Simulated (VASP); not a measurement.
# TlBr (Pm-3m) in VASP: a series of runs

TlBr is run at these levels: PBE; tasks: electric field gradients.

Everything below comes from runs of VASP 6.6.1. Logs are shortened: lines on timing, memory, paths and dates and some standing lists are left out, and cuts for length are marked.

## (1) The cell of the first run

Symmetry: Pm-3m, No. 221, cubic system. Conventional cell: a = 4.009 Å, b = 4.009 Å, c = 4.009 Å, α = 90.00°, β = 90.00°, γ = 90.00°. Tl (site symmetry m-3m) has 8 Br at 3.47 Å and 6 Tl at 4.01 Å within 4.6 Å. Within 4.6 Å of Br (site symmetry m-3m) lie 8 Tl at 3.47 Å and 6 Br at 4.01 Å.

## (2) Electric field gradients, PBE (32.22 Å³/atom)

Input file INCAR:

```
SYSTEM = TlBr
PREC = Accurate
ENCUT = 400
EDIFF = 1E-8
ISMEAR = -1
SIGMA = 0.03
LREAL = .FALSE.
LASPH = .TRUE.
NELM = 120
ALGO = Normal
ISIF = 2
LWAVE = .FALSE.
LCHARG = .FALSE.
GGA = PE
LEFG = .TRUE.
NBANDS = 17
GGA_COMPAT = .FALSE.
```

Input file KPOINTS:

```
regular mesh
0
G
  8 8 8
  0 0 0
```

Input file POSCAR:

```
TlBr
1.0
    4.0093094872      0.0000000000      0.0000000000
    0.0000000000      4.0093094872      0.0000000000
    0.0000000000      0.0000000000      4.0093094872
Tl Br
1 1
Direct
    0.0000000000      0.0000000000      0.0000000000
    0.5000000000      0.5000000000      0.5000000000
```

Potentials or basis: VASP PAW PBE potentials, release 64 (Tl_d, Br).

The run is started by

```sh
$ cat potpaw_PBE.64/Tl_d/POTCAR potpaw_PBE.64/Br/POTCAR > POTCAR
$ mpirun -np 1 vasp_std > vasp.out
```

OUTCAR:

```text
SYSTEM = TlBr
   PREC = Accurate
   ENCUT = 400
   EDIFF = 1E-8
   ISMEAR = -1
   LREAL = .FALSE.
   LASPH = .TRUE.
   NELM = 120
   ISIF = 2
   GGA = PE

 ion  position               nearest neighbor table
   1  0.000  0.000  0.000-
   2  0.500  0.500  0.500-

  LATTYP: Found a simple cubic cell.
 ALAT       =     4.0093094872

  Lattice vectors:

 A1 = (   4.0093094872,   0.0000000000,   0.0000000000)
 A2 = (   0.0000000000,   4.0093094872,   0.0000000000)
 A3 = (   0.0000000000,   0.0000000000,   4.0093094872)

Analysis of symmetry for initial positions (statically):
=====================================================================
 Subroutine PRICEL returns:
 Original cell was already a primitive cell.

 Routine SETGRP: Setting up the symmetry group for a
 simple cubic supercell.

 Subroutine GETGRP returns: Found 48 space group operations
 (whereof 48 operations were pure point group operations)
 out of a pool of 48 trial point group operations.

The static configuration has the point symmetry O_h .

Analysis of symmetry for dynamics (positions and initial velocities):
=====================================================================
 Subroutine PRICEL returns:
 Original cell was already a primitive cell.

 Routine SETGRP: Setting up the symmetry group for a
 simple cubic supercell.

 Subroutine GETGRP returns: Found 48 space group operations
 (whereof 48 operations were pure point group operations)
 out of a pool of 48 trial point group operations.

The dynamic configuration has the point symmetry O_h .

 Subroutine INISYM returns: Found 48 space group operations
 (whereof 48 operations are pure point group operations),
 and found     1 'primitive' translations

----------------------------------------------------------------------------------------

                                     Primitive cell

  volume of cell :      64.4479

  direct lattice vectors                    reciprocal lattice vectors
     4.009309487  0.000000000  0.000000000     0.249419508  0.000000000  0.000000000
[... 120 lines left out ...]
 maximum number of plane-waves:      1189
 NGX is ok and might be reduce to    28
   NGX = 13   NGY = 13   NGZ = 13

 number of electron      19.9999993 magnetization

 Free energy of the ion-electron system (eV)
  ---------------------------------------------------
  ext. energy  EPLUGINS =         0.00000000
  ---------------------------------------------------
  free energy    TOTEN  =        -5.54095940 eV

  energy without entropy =       -5.54095940  energy(sigma->0) =       -5.54095940

 E-fermi :   2.7368     XC(G=0):  -8.8655

 val. band max:        2.1464968070   @ k =   0.5000   0.0000   0.0000
 cond. band min:       4.0657812663   @ k =   0.5000   0.0000   0.0000
 fundamental gap:      1.9192844593
 Fermi energy:         2.7368186238

 k-point     1 :       0.0000    0.0000    0.0000
  band No.  band energies     occupation
      1     -11.4584      2.00000
      2      -7.9126      2.00000
      3      -7.9126      2.00000
      4      -7.7470      2.00000
      5      -7.7470      2.00000
      6      -7.7470      2.00000
[... 457 lines left out ...]
      4      -7.7923      2.00000
      5      -7.7658      2.00000
      6      -7.7161      2.00000
[... 9 lines left out ...]
     16      13.0337      0.00000
     17      14.6627      0.00000

 [... further k-points ...]

------------------------ aborting loop because EDIFF is reached ----------------------------------------

  FORCE on cell =-STRESS in cart. coord.  units (eV):
  Direction    XX          YY          ZZ          XY          YZ          ZX
  --------------------------------------------------------------------------------------
  -------------------------------------------------------------------------------------
  Total        0.2466988      0.2466988      0.2466988      0.0000000     -0.0000000     -0.0000000
  in kB        6.1329430      6.1329430      6.1329430      0.0000000     -0.0000000     -0.0000000
  external PRESSURE =       6.1329430 kB  Pullay stress =       0.0000000 kB

 VOLUME and BASIS-vectors are now :
 -----------------------------------------------------------------------------
  energy-cutoff  :      400.00
  volume of cell :       64.45
      direct lattice vectors                 reciprocal lattice vectors
     4.009309487  0.000000000  0.000000000     0.249419508  0.000000000  0.000000000
     0.000000000  4.009309487  0.000000000     0.000000000  0.249419508  0.000000000
     0.000000000  0.000000000  4.009309487     0.000000000  0.000000000  0.249419508

 POSITION                                       TOTAL-FORCE (eV/Angst)
 -----------------------------------------------------------------------------------
      0.00000      0.00000      0.00000         0.000000      0.000000      0.000000
      2.00465      2.00465      2.00465         0.000000      0.000000      0.000000
 -----------------------------------------------------------------------------------
    total drift:                               -0.000000      0.000000      0.000000

  FREE ENERGIE OF THE ION-ELECTRON SYSTEM (eV)
  ---------------------------------------------------
  free  energy   TOTEN  =        -5.5409594039 eV

  energy  without entropy=       -5.5409594039  energy(sigma->0) =       -5.54095940

 Electric field gradients (V/A^2)
---------------------------------------------------------------------
 ion       V_xx      V_yy      V_zz      V_xy      V_xz      V_yz
---------------------------------------------------------------------
   1       0.000     0.000     0.000     0.000     0.000     0.000
   2      -0.000    -0.000     0.000     0.000     0.000     0.000
---------------------------------------------------------------------

 Electric field gradients after diagonalization (V/A^2)
 (convention: |V_zz| > |V_xx| > |V_yy|)
----------------------------------------------------------------------
 ion       V_xx      V_yy      V_zz     asymmetry (V_yy - V_xx)/ V_zz
----------------------------------------------------------------------
   1       0.000     0.000     0.000      -0.102
   2      -0.000    -0.000     0.000       0.130
----------------------------------------------------------------------

           NMR quadrupolar parameters

 Cq : quadrupolar parameter    Cq=e*Q*V_zz/h
 eta: asymmetry parameters     (V_yy - V_xx)/ V_zz
 Q  : nuclear electric quadrupole moment in mb (millibarn)
----------------------------------------------------------------------
 ion       Cq(MHz)       eta       Q (mb)
----------------------------------------------------------------------
   1       0.000      -0.102       1.000
   2       0.000       0.130       1.000
----------------------------------------------------------------------
```

OSZICAR:

```text
N       E                     dE             d eps       ncg     rms          rms(c)
DAV:   1     0.819566503225E+02    0.81957E+02   -0.85046E+03  1254   0.820E+02
DAV:   2    -0.286721742314E+01   -0.84824E+02   -0.81721E+02  1489   0.197E+02
DAV:   3    -0.580637188882E+01   -0.29392E+01   -0.29302E+01  1455   0.321E+01
DAV:   4    -0.582199471912E+01   -0.15623E-01   -0.15621E-01  1502   0.283E+00
DAV:   5    -0.582214252594E+01   -0.14781E-03   -0.14781E-03  1457   0.266E-01    0.268E+00
DAV:   6    -0.556724497123E+01    0.25490E+00   -0.38774E-01  1254   0.302E+00    0.155E+00
DAV:   7    -0.554043668300E+01    0.26808E-01   -0.12639E-01  1285   0.151E+00    0.852E-01
DAV:   8    -0.554114329306E+01   -0.70661E-03   -0.17618E-02  1367   0.820E-01    0.171E-01
DAV:   9    -0.554081916583E+01    0.32413E-03   -0.14248E-03  1338   0.194E-01    0.785E-02
DAV:  10    -0.554096097060E+01   -0.14180E-03   -0.32466E-04  1285   0.878E-02    0.262E-02
DAV:  11    -0.554095874148E+01    0.22291E-05   -0.30563E-05  1424   0.349E-02    0.604E-03
DAV:  12    -0.554095930420E+01   -0.56272E-06   -0.26312E-06  1311   0.816E-03    0.258E-03
DAV:  13    -0.554095934823E+01   -0.44034E-07   -0.18169E-07  1415   0.239E-03    0.895E-04
DAV:  14    -0.554095938905E+01   -0.40822E-07   -0.24543E-08  1318   0.812E-04    0.253E-04
DAV:  15    -0.554095940200E+01   -0.12943E-07   -0.92100E-10   722   0.143E-04    0.138E-04
DAV:  16    -0.554095940387E+01   -0.18747E-08   -0.17371E-10   687   0.877E-05
   1 F= -.55409594E+01 E0= -.55409594E+01  d E =-.207876E-10
```

Run time: 47 s. Hardware: 1 thread of AMD EPYC 7R13, shared host; peak memory 0.14 GiB.

Results:

| Property | Result |
| --- | --- |
| Free energy | -5.5410 eV |
| Pressure | 0.6 GPa |
| Band gap on the k mesh | 1.92 eV |
| Largest electric field gradient by atom | zero within the noise of the run |

Levels at points of the mesh, in eV from the valence-band top:
```
           k point  band 8  band 9  band 10  band 11  band 12  band 13
(0.00, 0.00, 0.00)   -1.21   -1.21    -1.21     7.08     7.08     7.16
(0.50, 0.00, 0.00)   -0.73   -0.73     0.00     1.92     5.78     5.78
(0.50, 0.50, 0.00)   -2.78   -2.78    -0.65     4.85     4.85     7.32
(0.50, 0.50, 0.50)   -1.81   -1.81    -1.81     2.24     2.24     2.24
```

Caveat: spin-orbit coupling is left out, which moves the levels of the heavy elements. A k mesh can miss the band edges.

## (3) Electric field gradients, PBE (33.16 Å³/atom)

This run uses another cell than the first one, of 33.16 Å³/atom.

Input file INCAR:

```
SYSTEM = TlBr
ALGO     = Normal         ! electronic algorithm
EDIFF    = 1E-8           ! SCF threshold, eV
ENCUT    = 400            ! plane-wave cutoff, eV
GGA      = PE             ! functional
GGA_COMPAT= .False.      
ISIF     = 2              ! what is computed and relaxed
ISMEAR   = -1             ! smearing method
LASPH    = .True.         ! aspherical terms in the spheres
LCHARG   = .False.        ! write CHGCAR
LEFG     = .True.       
LREAL    = .False.        ! projectors in reciprocal space
LWAVE    = .False.        ! write WAVECAR
NBANDS   = 17             ! bands
NELM     = 120            ! most SCF steps
PREC     = Accurate       ! precision mode
SIGMA    = 0.03           ! smearing width, eV
```

Input file KPOINTS:

```
k-points
0
Gamma
  8 8 8
  0 0 0
```

Input file POSCAR:

```
TlBr
1.0
    4.0478629050      0.0000000000      0.0000000000
    0.0000000000      4.0478629050      0.0000000000
    0.0000000000      0.0000000000      4.0478629050
Tl Br
1 1
Direct
    0.0000000000      0.0000000000      0.0000000000
    0.5000000000      0.5000000000      0.5000000000
```

Potentials or basis: VASP PAW PBE potentials, release 64 (Tl_d, Br).

The run is started by

```sh
$ cat potpaw_PBE.64/Tl_d/POTCAR potpaw_PBE.64/Br/POTCAR > POTCAR
$ mpirun -np 1 vasp_std > vasp.out
```

OUTCAR:

```text
SYSTEM = TlBr
   EDIFF = 1E-8
   ENCUT = 400
   GGA = PE
   ISIF = 2
   ISMEAR = -1
   LASPH = .True.
   LREAL = .False.
   NELM = 120
   PREC = Accurate

 ion  position               nearest neighbor table
   1  0.000  0.000  0.000-
   2  0.500  0.500  0.500-

  LATTYP: Found a simple cubic cell.
 ALAT       =     4.0478629050

  Lattice vectors:

 A1 = (   4.0478629050,   0.0000000000,   0.0000000000)
 A2 = (   0.0000000000,   4.0478629050,   0.0000000000)
 A3 = (   0.0000000000,   0.0000000000,   4.0478629050)

Analysis of symmetry for initial positions (statically):
=====================================================================
 Subroutine PRICEL returns:
 Original cell was already a primitive cell.

 Routine SETGRP: Setting up the symmetry group for a
 simple cubic supercell.

 Subroutine GETGRP returns: Found 48 space group operations
[... 666 lines left out ...]
  energy-cutoff  :      400.00
  volume of cell :       66.33
      direct lattice vectors                 reciprocal lattice vectors
     4.047862905  0.000000000  0.000000000     0.247043940  0.000000000  0.000000000
     0.000000000  4.047862905  0.000000000     0.000000000  0.247043940  0.000000000
     0.000000000  0.000000000  4.047862905     0.000000000  0.000000000  0.247043940

 POSITION                                       TOTAL-FORCE (eV/Angst)
 -----------------------------------------------------------------------------------
      0.00000      0.00000      0.00000         0.000000      0.000000      0.000000
      2.02393      2.02393      2.02393         0.000000      0.000000      0.000000
 -----------------------------------------------------------------------------------
    total drift:                                0.000000      0.000000      0.000000

  FREE ENERGIE OF THE ION-ELECTRON SYSTEM (eV)
  ---------------------------------------------------
  free  energy   TOTEN  =        -5.5453963205 eV

  energy  without entropy=       -5.5453963205  energy(sigma->0) =       -5.54539632

 Electric field gradients (V/A^2)
---------------------------------------------------------------------
 ion       V_xx      V_yy      V_zz      V_xy      V_xz      V_yz
---------------------------------------------------------------------
   1      -0.000     0.000    -0.000    -0.000     0.000     0.000
   2      -0.000    -0.000     0.000    -0.000     0.000     0.000
---------------------------------------------------------------------

 Electric field gradients after diagonalization (V/A^2)
 (convention: |V_zz| > |V_xx| > |V_yy|)
----------------------------------------------------------------------
 ion       V_xx      V_yy      V_zz     asymmetry (V_yy - V_xx)/ V_zz
----------------------------------------------------------------------
   1       0.000    -0.000    -0.000       0.252
   2      -0.000    -0.000     0.000       0.052
----------------------------------------------------------------------

           NMR quadrupolar parameters

 Cq : quadrupolar parameter    Cq=e*Q*V_zz/h
 eta: asymmetry parameters     (V_yy - V_xx)/ V_zz
 Q  : nuclear electric quadrupole moment in mb (millibarn)
----------------------------------------------------------------------
 ion       Cq(MHz)       eta       Q (mb)
----------------------------------------------------------------------
   1      -0.000       0.252       1.000
   2       0.000       0.052       1.000
----------------------------------------------------------------------
```

OSZICAR:

```text
N       E                     dE             d eps       ncg     rms          rms(c)
DAV:   1     0.813874039114E+02    0.81387E+02   -0.84969E+03  1270   0.820E+02
DAV:   2    -0.270720714929E+01   -0.84095E+02   -0.80655E+02  1509   0.191E+02
DAV:   3    -0.582862462399E+01   -0.31214E+01   -0.31132E+01  1379   0.326E+01
DAV:   4    -0.584671745956E+01   -0.18093E-01   -0.18091E-01  1518   0.297E+00
DAV:   5    -0.584689269318E+01   -0.17523E-03   -0.17523E-03  1373   0.278E-01    0.255E+00
DAV:   6    -0.557432007414E+01    0.27257E+00   -0.41352E-01  1250   0.307E+00    0.147E+00
DAV:   7    -0.554491393909E+01    0.29406E-01   -0.13549E-01  1305   0.153E+00    0.831E-01
DAV:   8    -0.554560732985E+01   -0.69339E-03   -0.19269E-02  1331   0.843E-01    0.174E-01
DAV:   9    -0.554523771474E+01    0.36962E-03   -0.16807E-03  1326   0.201E-01    0.846E-02
DAV:  10    -0.554539935759E+01   -0.16164E-03   -0.37620E-04  1287   0.922E-02    0.309E-02
DAV:  11    -0.554539545747E+01    0.39001E-05   -0.31819E-05  1469   0.347E-02    0.605E-03
DAV:  12    -0.554539618999E+01   -0.73253E-06   -0.23323E-06  1301   0.794E-03    0.277E-03
DAV:  13    -0.554539626246E+01   -0.72469E-07   -0.17660E-07  1392   0.240E-03    0.798E-04
DAV:  14    -0.554539630865E+01   -0.46189E-07   -0.19428E-08  1342   0.700E-04    0.320E-04
DAV:  15    -0.554539632142E+01   -0.12763E-07   -0.72784E-10   720   0.140E-04    0.109E-04
DAV:  16    -0.554539632055E+01    0.87061E-09   -0.14336E-10   679   0.841E-05
   1 F= -.55453963E+01 E0= -.55453963E+01  d E =-.175384E-10
```

stdout:

```text
POSCAR found type information on POSCAR TlBr
 POSCAR found :  2 types and       2 ions
 scaLAPACK will be used
 LDA part: xc-table for (Slater+PW92), standard interpolation
 POSCAR, INCAR and KPOINTS ok, starting setup
 FFT: planning ... GRIDC
 FFT: planning ... GRID_SOFT
 FFT: planning ... GRID
 WAVECAR not read
 entering main loop
ion   1

ion   2
```

Run time: 44 s. Hardware: 1 thread of AMD EPYC 7R13, shared host; peak memory 0.14 GiB.

What came out:

```
Free energy                             : -5.5454 eV
Pressure                                : 0.0 GPa
Band gap on the k mesh                  : 1.99 eV
Largest electric field gradient by atom : zero within the noise of the run
```

Levels at points of the mesh, in eV from the valence-band top:
```tsv
k point	band 6	band 7	band 8	band 9	band 10	band 11	band 12	band 13	band 14	band 15
(0.00, 0.00, 0.00)	-9.86	-4.53	-1.09	-1.09	-1.09	7.06	7.06	7.06	7.15	7.15
(0.50, 0.00, 0.00)	-9.85	-5.24	-0.64	-0.64	0.00	1.99	5.78	5.78	8.19	10.37
(0.50, 0.50, 0.00)	-9.82	-3.66	-2.59	-2.59	-0.55	4.82	4.82	7.24	7.73	10.18
(0.50, 0.50, 0.50)	-9.81	-2.77	-1.67	-1.67	-1.67	2.34	2.34	2.34	12.54	12.54
```

Caveat: spin-orbit coupling is left out, which moves the levels of the heavy elements.

(Part 1 of 2 ends here.)
